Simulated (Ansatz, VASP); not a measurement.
**One calculation of Si3N4, two programs**

```
CELL_PARAMETERS angstrom
0.00000 3.77409 3.77409
3.77409 0.00000 3.77409
3.77409 3.77409 0.00000
ATOMIC_POSITIONS crystal
Si 0.12500 0.12500 0.62500
Si 0.12500 0.62500 0.12500
Si 0.62500 0.12500 0.12500
Si 0.12500 0.12500 0.12500
Si 0.75000 0.75000 0.75000
Si 0.50000 0.50000 0.50000
N 0.36802 0.36802 0.36802
N 0.35405 0.88198 0.88198
N 0.88198 0.88198 0.35405
N 0.88198 0.35405 0.88198
N 0.36802 0.36802 0.89595
N 0.36802 0.89595 0.36802
N 0.88198 0.88198 0.88198
N 0.89595 0.36802 0.36802
```

Alike in both runs: functional PBE; k mesh 6 × 6 × 6; occupations gaussian, width 0.02 eV; no spin polarisation.

Ansatz relaxed the structure, and its values are those at the end. VASP's run is a single point on that final structure, the one shown.

|  | VASP | Ansatz |
| --- | --- | --- |
| version | VASP 6.6.1 | Ansatz 0.2.0 |
| potentials or method | VASP PAW PBE potentials, release 64 (Si, N), cutoff 520 eV | scalar-relativistic, plane waves, PAW |
| valence electrons in the cell | 64 | 64 |

|  | VASP | Ansatz | Ansatz less VASP |
| --- | --- | --- | --- |
| gap on the k mesh at the Fermi level (eV) | 3.71 | 3.72 | +0.013 |
| least direct gap on the mesh (eV) | 3.72 | 3.73 | +0.013 |
| rms of the force components (eV/Å) | 0.004 | 0.000 | -0.0038 |

Ansatz's warnings: stress scf threshold loose.
